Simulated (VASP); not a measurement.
# Rh (Fm-3m) in VASP: notebook

Runs on Rh. Level: PBEsol+D4. Tasks: single point.

All numbers are computed with VASP 6.6.1; they aren't measurements. Logs are shortened: lines on timing, memory, paths and dates and some standing lists are left out, and cuts for length are marked.

**1. The cell of the first run**

It takes space group Fm-3m (No. 225, cubic). Conventional cell: a = 3.780 Å, b = 3.780 Å, c = 3.780 Å, α = 90.00°, β = 90.00°, γ = 90.00°. Within 3.5 Å of Rh (site symmetry m-3m) lie 12 Rh at 2.67 Å.

**2. Single point, PBEsol+D4**

File INCAR:

```
SYSTEM = Rh
ALGO     = Normal         ! electronic algorithm
EDIFF    = 1E-6           ! SCF threshold, eV
ENCUT    = 500            ! plane-wave cutoff, eV
GGA      = PS             ! functional
GGA_COMPAT= .FALSE.      
ISIF     = 2              ! what is computed and relaxed
ISMEAR   = 0              ! smearing method
IVDW     = 13             ! dispersion correction
LASPH    = .TRUE.         ! aspherical terms in the spheres
LCHARG   = .FALSE.        ! write CHGCAR
LREAL    = .FALSE.        ! projectors in reciprocal space
LWAVE    = .FALSE.        ! write WAVECAR
NBANDS   = 14             ! bands
NELM     = 120            ! most SCF steps
PREC     = Accurate       ! precision mode
SIGMA    = 0.1            ! smearing width, eV
```

File KPOINTS:

```
k-points
0
G
  8 8 8
  0 0 0
```

File POSCAR:

```
Rh
1.0
    0.0000000000      1.8900000000      1.8900000000
    1.8900000000      0.0000000000      1.8900000000
    1.8900000000      1.8900000000      0.0000000000
Rh
1
Direct
    0.0000000000      0.0000000000      0.0000000000
```

Potentials or basis: VASP PAW PBE potentials, release 64 (Rh_pv).

Started as:

```bash
$ cat potpaw_PBE.64/Rh_pv/POTCAR > POTCAR
$ mpirun -np 1 vasp_std > vasp.out
```

OUTCAR:

```text
SYSTEM = Rh
   EDIFF = 1E-6
   ENCUT = 500
   GGA = PS
   ISIF = 2
   ISMEAR = 0
   IVDW = 13
   LASPH = .TRUE.
   LREAL = .FALSE.
   NELM = 120
   PREC = Accurate

 ion  position               nearest neighbor table
   1  0.000  0.000  0.000-

  LATTYP: Found a face centered cubic cell.
 ALAT       =     3.7800000000

  Lattice vectors:

 A1 = (   0.0000000000,   1.8900000000,   1.8900000000)
 A2 = (   1.8900000000,   0.0000000000,   1.8900000000)
 A3 = (   1.8900000000,   1.8900000000,   0.0000000000)

Analysis of symmetry for initial positions (statically):
=====================================================================
 Subroutine PRICEL returns:
 Original cell was already a primitive cell.

 Routine SETGRP: Setting up the symmetry group for a
 face centered cubic supercell.

 Subroutine GETGRP returns: Found 48 space group operations
 (whereof 48 operations were pure point group operations)
 out of a pool of 48 trial point group operations.

The static configuration has the point symmetry O_h .

Analysis of symmetry for dynamics (positions and initial velocities):
=====================================================================
 Subroutine PRICEL returns:
 Original cell was already a primitive cell.

 Routine SETGRP: Setting up the symmetry group for a
 face centered cubic supercell.

 Subroutine GETGRP returns: Found 48 space group operations
 (whereof 48 operations were pure point group operations)
 out of a pool of 48 trial point group operations.

The dynamic configuration has the point symmetry O_h .

 Subroutine INISYM returns: Found 48 space group operations
 (whereof 48 operations are pure point group operations),
 and found     1 'primitive' translations

----------------------------------------------------------------------------------------

                                     Primitive cell

  volume of cell :      13.5025

  direct lattice vectors                    reciprocal lattice vectors
     0.000000000  1.890000000  1.890000000    -0.264550265  0.264550265  0.264550265
     1.890000000  0.000000000  1.890000000     0.264550265 -0.264550265  0.264550265
     1.890000000  1.890000000  0.000000000     0.264550265  0.264550265 -0.264550265

  length of vectors
     2.672863633  2.672863633  2.672863633     0.458214499  0.458214499  0.458214499

  position of ions in fractional coordinates (direct lattice)
     0.000000000  0.000000000  0.000000000

  ion indices of the primitive-cell ions
   primitive index   ion index
                 1           1

----------------------------------------------------------------------------------------

 KPOINTS: k-points

Automatic generation of k-mesh.
 Grid dimensions read from file:
 generate k-points for:    8    8    8

 Generating k-lattice:

  Cartesian coordinates                     Fractional coordinates (reciprocal lattice)
    -0.033068783  0.033068783  0.033068783     0.125000000  0.000000000  0.000000000
     0.033068783 -0.033068783  0.033068783     0.000000000  0.125000000  0.000000000
     0.033068783  0.033068783 -0.033068783     0.000000000  0.000000000  0.125000000

  Length of vectors
     0.057276812  0.057276812  0.057276812

  Shift w.r.t. Gamma in fractional coordinates (k-lattice)
     0.000000000  0.000000000  0.000000000

 Subroutine IBZKPT returns following result:
 ===========================================

 Found     29 irreducible k-points:

 Following reciprocal coordinates:
            Coordinates               Weight
  0.000000  0.000000  0.000000      1.000000
  0.125000  0.000000  0.000000      8.000000
  0.250000  0.000000  0.000000      8.000000
  0.375000  0.000000  0.000000      8.000000
  0.500000  0.000000  0.000000      4.000000
  0.125000  0.125000  0.000000      6.000000
[... 16 lines left out ...]
  0.500000  0.250000  0.125000     48.000000
 -0.375000  0.250000  0.125000     24.000000
 [... further k-points ...]
   k-points           NKPTS =     29   k-points in BZ     NKDIM =     29   number of bands    NBANDS=     14
   number of dos      NEDOS =    301   number of ions     NIONS =      1
   total plane-waves  NPLWV =   8000
   dimension x,y,z NGX =    20 NGY =   20 NGZ =   20
   dimension x,y,z NGXF=    40 NGYF=   40 NGZF=   40
   ions per type =               1
   NGX,Y,Z   is equivalent  to a cutoff of  12.44, 12.44, 12.44 a.u.
   NGXF,Y,Z  is equivalent  to a cutoff of  24.88, 24.88, 24.88 a.u.
 SYSTEM =  Rh
   PREC   = accura    normal or accurate (medium, high low for compatibility)
   ISTART =      0    job   : 0-new  1-cont  2-samecut
   ICHARG =      2    charge: 1-file 2-atom 10-const
   ISPIN  =      1    spin polarized calculation?
   LNONCOLLINEAR =      F non collinear calculations
   LSORBIT =      F    spin-orbit coupling
   LASPH  =      T    aspherical Exc in radial PAW
   ENCUT  =  500.0 eV  36.75 Ry    6.06 a.u.   4.87  4.87  4.87*2*pi/ulx,y,z
   NELM   =    120;   NELMIN=  2; NELMDL= -5     # of ELM steps
   EDIFF  = 0.1E-05   stopping-criterion for ELM
   LREAL  =      F    real-space projection
   EDIFFG = 0.1E-04   stopping-criterion for IOM
   NSW    =      0    number of steps for IOM
   IBRION =     -1    ionic relax: 0-MD 1-quasi-New 2-CG
   NFREE  =      0    steps in history (QN), initial steepest desc. (CG)
   ISIF   =      2    stress and relaxation
   ISYM   =      2    0-nonsym 1-usesym 2-fastsym
   POTIM  = 0.5000    time-step for ionic-motion
   TEBEG  =    0.0;   TEEND  =   0.0 temperature during run
   PSTRESS=    0.0 pullay stress
   NELECT =      15.0000    total number of electrons
   NUPDOWN=      -1.0000    fix difference up-down
   EMIN   =  10.00;   EMAX   =-10.00  energy-range for DOS
   EFERMI =   0.00;   METHOD = LEGACY
   ISMEAR =     0;   SIGMA  =   0.10  broadening in eV -4-tet -1-fermi 0-gaus
   EFERMI_NEDOS =   21; number of points for ismear=-14 and -15
   IALGO  =     38    algorithm
   IMIX   =      4    mixing-type and parameters
     AMIX     =   0.40;   BMIX     =  1.00
     AMIX_MAG =   1.60;   BMIX_MAG =  1.00
  volume/ion in A,a.u.               =      13.50        91.12
  Fermi-wavevector in a.u.,A,eV,Ry     =   1.695509  3.204048 39.113361  2.874751
  Thomas-Fermi vector in A             =   2.776540
   LORBIT       =      0    0 simple, 1 ext, 2 COOP (PROOUT), +10 PAW based schemes
   GGA     = PS    functional components
   LHFCALC =     F    Hartree Fock is set to
   AEXX    =    0.0000 exact exchange contribution
   IVDW    =    13    specifies the selected vdW correction
   LEPSILON=     F    determine dielectric tensor
   LRPA    =     F    only Hartree local field effects (RPA)
 non-spin polarized calculation
 Gauss-broadening in eV      SIGMA  =   0.10
  energy-cutoff  :      500.00
  volume of cell :       13.50
 maximum number of plane-waves:       360
   NGX =  9   NGY =  9   NGZ =  9

 number of electron      15.0000006 magnetization

 Free energy of the ion-electron system (eV)
  ---------------------------------------------------
  ext. energy  EPLUGINS =         0.00000000
  ---------------------------------------------------
  free energy    TOTEN  =        -8.10591691 eV

  energy without entropy =       -8.09635216  energy(sigma->0) =       -8.10113453

 E-fermi :  12.1290     XC(G=0): -14.3301

 val. band max:       12.1017269052   @ k =  -0.3750   0.2500   0.0000
 cond. band min:      12.2019258938   @ k =   0.3750   0.0000   0.0000
 fundamental gap:      0.1001989886
 Fermi energy:        12.1289598583

 k-point     1 :       0.0000    0.0000    0.0000
  band No.  band energies     occupation
      1     -34.2383      2.00000
      2     -34.2383      2.00000
      3     -34.2383      2.00000
      4       3.9006      2.00000
      5       8.9244      2.00000
      6       8.9244      2.00000
      7       8.9244      2.00000
      8      11.1113      2.00000
      9      11.1113      2.00000
     10      27.9978      0.00000
     11      32.4791      0.00000
     12      33.5655      0.00000
     13      33.5655      0.00000
     14      33.5655      0.00000

 k-point     2 :       0.1250    0.0000    0.0000
  band No.  band energies     occupation
      1     -34.3571      2.00000
      2     -34.2542      2.00000
      3     -34.2542      2.00000
      4       4.5149      2.00000
      5       8.6796      2.00000
      6       9.1462      2.00000
      7       9.1462      2.00000
      8      11.0058      2.00000
      9      11.0058      2.00000
     10      28.8522      0.00000
     11      31.0013      0.00000
     12      32.4825      0.00000
     13      34.4902      0.00000
     14      34.4902      0.00000

 k-point     3 :       0.2500    0.0000    0.0000
  band No.  band energies     occupation
      1     -34.6385      2.00000
      2     -34.2927      2.00000
      3     -34.2927      2.00000
      4       5.7236      2.00000
      5       8.7758      2.00000
      6       9.3022      2.00000
      7       9.3022      2.00000
      8      11.2687      2.00000
      9      11.2687      2.00000
     10      27.2689      0.00000
     11      29.6684      0.00000
     12      32.4811      0.00000
     13      36.6795      0.00000
     14      36.6795      0.00000
[... 324 lines left out ...]
 k-point    23 :       0.5000    0.2500    0.1250
  band No.  band energies     occupation
      1     -34.8538      2.00000
      2     -34.5255      2.00000
      3     -34.3878      2.00000
      4       7.0060      2.00000
      5       8.0721      2.00000
      6       8.6125      2.00000
      7      10.3379      2.00000
      8      11.9827      1.96140
      9      15.2866      0.00000
     10      23.8417      0.00000
     11      28.0946      0.00000
     12      29.9263      0.00000
     13      32.4851      0.00000
     14      34.6200      0.00000

 k-point    24 :      -0.3750    0.2500    0.1250
  band No.  band energies     occupation
      1     -34.9171      2.00000
      2     -34.5528      2.00000
      3     -34.4126      2.00000
      4       6.9343      2.00000
      5       7.8239      2.00000
      6       9.3441      2.00000
      7      10.0430      2.00000
      8      12.5099      0.00000
      9      17.5656      0.00000
     10      20.6452      0.00000
     11      28.2517      0.00000
     12      29.0605      0.00000
     13      32.4857      0.00000
     14      33.3555      0.00000

 [... further k-points ...]

------------------------ aborting loop because EDIFF is reached ----------------------------------------

  DFT-D4 for vdW energy calculation

  Edisp (eV):   -0.50035

  FORCE on cell =-STRESS in cart. coord.  units (eV):
  Direction    XX          YY          ZZ          XY          YZ          ZX
  --------------------------------------------------------------------------------------
  -------------------------------------------------------------------------------------
  Total      -0.36791    -0.36791    -0.36791     0.00000    -0.00000     0.00000
  in kB     -43.65490   -43.65490   -43.65490     0.00000    -0.00000     0.00000
  external pressure =      -43.65 kB  Pullay stress =        0.00 kB

 VOLUME and BASIS-vectors are now :
 -----------------------------------------------------------------------------
  energy-cutoff  :      500.00
  volume of cell :       13.50
      direct lattice vectors                 reciprocal lattice vectors
     0.000000000  1.890000000  1.890000000    -0.264550265  0.264550265  0.264550265
     1.890000000  0.000000000  1.890000000     0.264550265 -0.264550265  0.264550265
     1.890000000  1.890000000  0.000000000     0.264550265  0.264550265 -0.264550265

 POSITION                                       TOTAL-FORCE (eV/Angst)
 -----------------------------------------------------------------------------------
      0.00000      0.00000      0.00000        -0.000000      0.000000      0.000000
 -----------------------------------------------------------------------------------
    total drift:                                0.000000      0.000000      0.000000

  FREE ENERGIE OF THE ION-ELECTRON SYSTEM (eV)
  ---------------------------------------------------
  free  energy   TOTEN  =        -8.6062698138 eV

  energy  without entropy=       -8.5967050605  energy(sigma->0) =       -8.60148744
```

It took 10 s on 1 thread of Intel Xeon 8259CL, shared host; peak memory 0.12 GiB.

What came out:

```yaml
Free_energy: -8.6063 eV
Pressure: -4.4 GPa
Dispersion_energy_per_atom: -0.500 eV
```

Caveat: the PAW data sets were made with another functional, which shifts forces and pressure a little; pairwise dispersion overbinds metals, which lowers pressure and volume.

**3. Single point, PBEsol+D4**

This run uses another cell than the first one, of 13.27 Å³/atom, 0.983 times its volume.

File INCAR:

```
ALGO = Normal ; EDIFF = 1E-6
ENCUT = 500 ; GGA = PS
GGA_COMPAT = False ; ISIF = 2
ISMEAR = 0 ; IVDW = 13
LASPH = True ; LCHARG = True
LELF = True ; LREAL = False
LVHAR = True ; LWAVE = False
NBANDS = 14 ; NELM = 120
PREC = Accurate ; SIGMA = 0.1
```

File KPOINTS:

```
k-points
0
Gamma
  18 18 18
```

File POSCAR:

```
Rh
1.0
    0.0000000000      1.8791443955      1.8791443955
    1.8791443955      0.0000000000      1.8791443955
    1.8791443955      1.8791443955      0.0000000000
Rh
1
Direct
    0.0000000000      0.0000000000      0.0000000000
```

Potentials or basis: VASP PAW PBE potentials, release 64 (Rh_pv).

Started as:

```bash
$ cat potpaw_PBE.64/Rh_pv/POTCAR > POTCAR
$ mpirun -np 1 vasp_std > vasp.out
```

It took 45 s on 1 thread of Intel Xeon 8259CL, shared host; peak memory 0.15 GiB.

It converged, with:

```yaml
Free_energy: -8.6453 eV
Pressure: -0.1 GPa
Dispersion_energy_per_atom: -0.508 eV
```

Levels at points of the mesh, in eV from the Fermi level:
```csv
k point,band 3,band 4,band 5,band 6,band 7,band 8,band 9,band 10,band 11,band 12
"(0.00, 0.00, 0.00)",-46.41,-8.33,-3.28,-3.28,-3.28,-1.05,-1.05,15.89,20.25,21.55
"(0.50, 0.00, 0.00)",-46.52,-6.48,-3.36,-3.36,0.61,0.61,0.61,8.95,15.41,20.25
"(0.50, 0.50, 0.00)",-46.71,-6.70,-6.32,0.59,1.05,1.05,3.22,12.68,13.43,13.43
```

Caveat: the PAW data sets were made with another functional, which shifts forces and pressure a little; pairwise dispersion overbinds metals, which lowers pressure and volume.
